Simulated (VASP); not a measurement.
Here is a VASP 6.6.1 calculation.

Contents of INCAR:

```
SYSTEM = Te
PREC = Accurate
ENCUT = 600
EDIFF = 1E-6
ISMEAR = -1
SIGMA = 0.08
LREAL = .False.
LASPH = .True.
NELM = 100
ALGO = Normal
ISIF = 3
LWAVE = .False.
LCHARG = .False.
GGA = PE
IBRION = 2
NSW = 32
EDIFFG = -0.005
PSTRESS = 870.0
```

KPOINTS

```
Automatic mesh
0
Gamma
  8 8 11
  0 0 0
```

The input POSCAR:

```
Te
1.0
    4.6871724466      0.0000000000      0.0000000000
   -2.3435862233      4.0592104107      0.0000000000
    0.0000000000      0.0000000000      2.7618378951
Te
3
Direct
    0.0000000000      0.0000000000      0.0000000000
    0.3333333333      0.6666666667      0.5000000000
    0.6666666667      0.3333333333      0.5000000000
```

Potentials or basis: VASP PAW PBE potentials, release 64 (Te).

Command:

```sh
$ cat potpaw_PBE.64/Te/POTCAR > POTCAR
$ mpirun -np 1 vasp_std > vasp.out
```

What does it give for the relaxed cell?

a = 4.688 Å, b = 4.688 Å, c = 2.764 Å, α = 90.00°, β = 90.00°, γ = 120.00°.

Estimate the space group after relaxing (to 0.1 Å).

P6/mmm (No. 191).

The path:
| step | energy change (eV) | largest force (eV/Å) | pressure (GPa) | volume (Å³) |
| --- | --- | --- | --- | --- |
| 1 | 0.0000 | 0.0000 | 87.43 | 52.55 |
| 2 | -0.1909 | 0.0000 | 84.90 | 52.90 |
| 3 | -0.0325 | 0.0000 | 86.99 | 52.61 |
| 4 | -0.0335 | 0.0000 | 86.98 | 52.61 |
| 5 | -0.0342 | 0.0000 | 86.98 | 52.61 |
| 6 | -0.0309 | 0.0000 | 87.00 | 52.60 |

Caveat: the cell is relaxed towards a set pressure, so the run minimises the enthalpy, not the energy.
